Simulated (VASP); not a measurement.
## HgTe: single point with LDA

HgTe:

```
Hg Te
1.0
    -3.13144    3.13144    1.47509
     3.13144   -3.13144    1.47509
     3.13144    3.13144   -1.47509
Hg Te
1 1
Direct
  0.25000 0.75000 0.50000
  0.00000 0.00000 0.00000
```

This cell differs from its parent crystal: ratio of the length along z to the lengths across it x 0.92, volume and fractional coordinates fixed.

```json
{
 "Program": "VASP 6.6.1",
 "Task": "single point",
 "Functional": "LDA",
 "Potentials or basis": "VASP PAW LDA potentials, release 64 (Hg, Te)",
 "Cutoff": "520 eV",
 "k mesh": "18 × 18 × 18",
 "Occupations": "gaussian, width 0.15 eV",
 "Spin": "no spin polarisation",
 "Dipole correction": "no",
 "Further INCAR settings": "ALGO = Normal; EDIFF = 1e-06; NBANDS = 16"
}
```

The pressure is -3.5 GPa and the band gap on the k mesh is zero (bands 9 and 10 overlap by 3.24 eV).

Stress tensor (GPa, compression positive):
```
-5.65  0.00  0.00
 0.00 -5.65  0.00
 0.00  0.00  0.89
```

Levels at points of the mesh, in eV from the Fermi level:
```tsv
k point	band 5	band 6	band 7	band 8	band 9	band 10	band 11	band 12	band 13	band 14
(0.00, 0.00, 0.00)	-5.91	-5.91	-3.85	-2.60	-2.60	4.46	4.76	6.23	6.23	9.58
(0.50, 0.00, 0.00)	-6.25	-5.97	-4.73	-1.44	-0.63	0.21	3.11	4.02	5.96	7.85
(0.50, 0.50, 0.00)	-6.00	-5.90	-5.88	-1.18	0.90	1.63	2.77	4.56	9.44	10.28
(0.50, 0.50, 0.50)	-5.90	-5.90	-4.49	-4.27	-4.27	4.50	7.19	7.19	8.72	11.22
```

Wall time 8 min on 1 thread of Intel(R) Xeon(R) Platinum 8488C (Sapphire Rapids), on a shared host, peak memory 0.54 GiB.

Caveat: the cell stands under tension; spin-orbit coupling is left out, which moves the levels of the heavy elements.
